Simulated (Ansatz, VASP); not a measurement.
# One calculation of GaBiP4, two programs

```
Ga Bi P
1.0
     0.00000    4.02059    4.02059
     4.02059    0.00000    4.02059
     4.02059    4.02059    0.00000
Ga Bi P
1 1 4
Direct
  0.25000 0.25000 0.25000
  0.00000 0.00000 0.00000
  0.60082 0.19754 0.60082
  0.60082 0.60082 0.19754
  0.60082 0.60082 0.60082
  0.19754 0.60082 0.60082
```

Alike in both runs: functional PBE; k mesh 8 × 8 × 8; occupations gaussian, width 0.1 eV; no spin polarisation.

Ansatz relaxed the structure, and its values are those at the end. VASP's run is a single point on that final structure, the one shown.

|  | VASP | Ansatz |
| --- | --- | --- |
| version | VASP 6.6.1 | Ansatz 0.2.0 |
| potentials or method | VASP PAW PBE potentials, release 64 (Ga_d, Bi_d, P), cutoff 520 eV | scalar-relativistic, plane waves, PAW |
| valence electrons in the cell | 48 | 48 |

|  | VASP | Ansatz | Ansatz less VASP |
| --- | --- | --- | --- |
| gap on the k mesh at the Fermi level (eV) | none | none | - |
| pressure (GPa) | -0.2 | 0.0 | +0.19 |
| rms of the force components (eV/Å) | 0.042 | 0.001 | -0.0416 |

A gap of «none» marks a metal or a gap that the smearing closes.

Spin-orbit coupling is off throughout.
